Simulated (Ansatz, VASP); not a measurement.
# Pb: VASP beside Ansatz

```
CELL_PARAMETERS angstrom
0.00000 2.37101 2.27222
2.37101 0.00000 2.27222
2.37101 2.37101 0.00000
ATOMIC_POSITIONS crystal
Pb 0.00000 0.00000 0.00000
```

Change from the starting cell: strain -0.040 along x and y, -0.080 along z, atoms carried along.

Alike in both runs: task single point; functional LDA; k mesh 16 × 16 × 16; occupations gaussian, width 0.15 eV; no spin polarisation.

|  | VASP | Ansatz |
| --- | --- | --- |
| version | VASP 6.6.1 | Ansatz 0.2.0 |
| potentials or method | VASP PAW LDA potentials, release 64 (Pb_d), cutoff 520 eV | scalar-relativistic, plane waves, PAW |
| valence electrons in the cell | 14 | 14 |

Ansatz gave:

| Quantity | Value |
| --- | --- |
| gap on the k mesh at the Fermi level (eV) | none |
| pressure (GPa) | 9.2 |
| traceless stress, the component that is largest in VASP (GPa) | 0.37 |

Which values does VASP return?

gap on the k mesh at the Fermi level (eV): none; pressure (GPa): 9.3; traceless stress, the component that is largest in VASP (GPa): 0.34.

LDA's correlation is that of Perdew and Zunger in VASP and of Perdew and Wang (1992) in Ansatz. A gap of «none» marks a metal or a gap that the smearing closes.

Spin-orbit coupling is off throughout.
